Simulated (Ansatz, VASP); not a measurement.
Pb: VASP beside Ansatz

INCAR

```
SYSTEM = Pb
  PREC = Accurate
  ENCUT = 500
  EDIFF = 1E-6
  ISMEAR = 1
  SIGMA = 0.15
  LREAL = .FALSE.
  LASPH = .TRUE.
  NELM = 200
  ALGO = Normal
  ISIF = 2
  LWAVE = .FALSE.
  LCHARG = .FALSE.
  ISPIN = 2
  MAGMOM = 0
  LORBIT = 11
  GGA = PS
  IVDW = 13
  NBANDS = 17
  GGA_COMPAT = .FALSE.
```

File KPOINTS:

```
Automatic mesh
0
G
  9 9 9
  0 0 0
```

File POSCAR:

```
Pb
1.0
    0.0000000000      2.4750200000      2.4750200000
    2.4750200000      0.0000000000      2.4750200000
    2.4750200000      2.4750200000      0.0000000000
Pb
1
Direct
    0.0000000000      0.0000000000      0.0000000000
```

The input input.yaml:

```yaml
crystal:
  lattice: { a: 4.95004, b: 4.95004, c: 4.95004, alpha: 90.0, beta: 90.0, gamma: 90.0 }
  space_group: 225
  setting: { hermann_mauguin: Fm-3m }
  reduce_to_primitive: true
  atoms:
    - { symbol: Pb, position: [0.0, 0.0, 0.0], spin: 0.5 }
kpoints:
  mp_grid: { grid: [9, 9, 9] }
scf:
  occupations: { method: cold, width: 0.15 }
hamiltonian:
  xc: pbesol
  dispersion: d4
  pseudopotentials: { kind: all_electron, datasets: crystal }
magnetization:
  spin_polarized: true
output:
  forces: true
  stress: true
  eigenvalues: true
  elf: true
  volumetric_format: npy
```

Alike in both runs: task single point; functional PBEsol; dispersion D4; k mesh 9 × 9 × 9; collinear spin.

|  | VASP | Ansatz |
| --- | --- | --- |
| version | VASP 6.6.1 | Ansatz 0.2.0 |
| potentials or method | VASP PAW PBE potentials, release 64 (Pb_d), cutoff 500 eV | all-electron PAW datasets made for the crystal |
| occupations | methfessel-paxton of order 1, width 0.15 eV | cold, width 0.15 eV |

|  | VASP | Ansatz | Ansatz less VASP |
| --- | --- | --- | --- |
| gap on the k mesh at the Fermi level (eV) | none | none | - |
| pressure (GPa) | -2.0 | -1.9 | +0.13 |
| net moment per atom (μB) | 0.00 | 0.00 | 0.000 |

VASP's potentials were made for PBE, not for PBEsol. A gap of «none» marks a metal or a gap that the smearing closes. Ansatz ran all-electron here, and VASP with PAW potentials.

Neither program's run includes spin-orbit coupling.
